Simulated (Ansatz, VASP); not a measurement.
One calculation of P, two programs

```
P
1.0
    -1.80172    2.55911    1.54356
     1.80172   -2.55911    1.54356
     1.80172    2.55911   -1.54356
P
2
Direct
  0.77443 0.02443 0.75000
  0.22557 0.97557 0.25000
```

Alike in both runs: task single point; functional PBE; dispersion D3(BJ); k mesh 28 × 28 × 28; occupations gaussian, width 0.15 eV; no spin polarisation.

```csv
,VASP,Ansatz
version,VASP 6.6.1,Ansatz 0.2.0
potentials or method,"VASP PAW PBE potentials, release 64 (P), cutoff 520 eV","scalar-relativistic, plane waves, PAW"
valence electrons in the cell,10,10
```

Ansatz gave:

```
gap on the k mesh at the Fermi level (eV)                     : none
pressure (GPa)                                                : 0.7
traceless stress, the component that is largest in VASP (GPa) : 18.73
rms of the force components (eV/Å)                            : 0.357
```

Problem. Estimate VASP's values.

Solution. gap on the k mesh at the Fermi level (eV): none; pressure (GPa): 0.4; traceless stress, the component that is largest in VASP (GPa): 18.76; rms of the force components (eV/Å): 0.344.

Atom by atom the forces differ by 0.012 eV/Å (rms over components). A gap of «none» marks a metal or a gap that the smearing closes.
